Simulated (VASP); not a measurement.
The system is KI.

```
CELL_PARAMETERS angstrom
4.29109 0.00000 0.00000
0.00000 4.29109 0.00000
0.00000 0.00000 4.29109
ATOMIC_POSITIONS crystal
K 0.00000 0.00000 0.00000
I 0.50000 0.50000 0.50000
```

Base run:

- Program: VASP 6.6.1
- Functional: r2SCAN
- Potentials or basis: VASP PAW PBE potentials, release 64 (K_sv, I)
- Cutoff: 520 eV
- k mesh: 6 × 6 × 6
- Occupations: gaussian, width 0.01 eV
- Spin: no spin polarisation

Its results: band gap on the k mesh 4.04 eV, indirect (least direct gap 4.41 eV); pressure 0.0 GPa.

Problem. The run is repeated on the same cell with these changes: functional from r2SCAN to PBE. What comes out?

Solution. Band gap on the k mesh 3.33 eV, indirect (least direct gap 3.69 eV); pressure 0.5 GPa.

r2SCAN gives the wider gap, since meta-GGAs in the generalised Kohn-Sham scheme recover part of the derivative discontinuity.

Caveats: spin-orbit coupling is left out, which moves the levels of the heavy elements; the PAW data sets were made with another functional, which shifts forces and pressure a little (some runs).

A k mesh can miss the band edges.
